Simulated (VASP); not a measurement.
Here is a VASP 6.6.1 calculation.

Contents of INCAR:

```
SYSTEM = Zr5O9
PREC = Accurate ; ENCUT = 520
EDIFF = 1E-6 ; ISMEAR = 0
SIGMA = 0.05 ; LREAL = .FALSE.
LASPH = .TRUE. ; NELM = 120
ALGO = Normal ; ISIF = 2
LWAVE = .FALSE. ; LCHARG = .FALSE.
GGA = PS ; NELECT = 112.0
NBANDS = 70 ; GGA_COMPAT = .FALSE.
```

Contents of KPOINTS:

```
regular mesh
0
G
  4 4 4
  0 0 0
```

POSCAR

```
Zr5O9
1.0
    0.0000000000      0.0000000000      5.0643543103
   -5.0643543103     -2.5321771552      2.5321771552
    2.5321771552     -5.0643543103      2.5321771552
Zr O
5 9
Direct
    0.8000000000      0.8000000000      0.6000000000
    0.0000000000      0.0000000000      1.0000000000
    0.2000000000      0.2000000000      0.4000000000
    0.4000000000      0.4000000000      0.8000000000
    0.6000000000      0.6000000000      0.2000000000
    0.6500000000      0.9000000000      0.3000000000
    0.8500000000      0.1000000000      0.7000000000
    0.0500000000      0.3000000000      0.1000000000
    0.2500000000      0.5000000000      0.5000000000
    0.4000000000     -0.1000000000      0.8000000000
    0.5500000000      0.3000000000      0.1000000000
    0.7500000000      0.5000000000      0.5000000000
    0.9500000000      0.7000000000      0.9000000000
    0.1500000000      0.9000000000      0.3000000000
```

Potentials or basis: VASP PAW PBE potentials, release 64 (Zr_sv, O).

Launch:

```sh
$ cat potpaw_PBE.64/Zr_sv/POTCAR potpaw_PBE.64/O/POTCAR > POTCAR
$ mpirun -np 1 vasp_std > vasp.out
```

Question: Estimate the largest force.

Answer: 9.219 eV/Å.

Forces in eV/Å, atoms in the order of the input:
```
Zr  -0.284  6.762  6.259
Zr   0.284 -6.762 -6.259
Zr  -1.009  2.304 -1.750
Zr   0.000  0.000  0.000
Zr   1.009 -2.304  1.750
O   -0.246 -1.340 -0.156
O   -0.873 -0.115 -0.172
O   -0.257  0.945  0.506
O    2.470 -0.049  0.207
O    0.000  0.000  0.000
O   -2.470  0.049 -0.207
O    0.257 -0.945 -0.506
O    0.873  0.115  0.172
O    0.246  1.340  0.156
```

Caveat: the cell carries a net charge on a neutralising background, which shifts energy and pressure; the cell differs from its parent crystal (atoms taken out, atom 10 moved 0.500 of the way to it and -0.000 Å across, host rigid); the PAW data sets were made with another functional, which shifts forces and pressure a little.
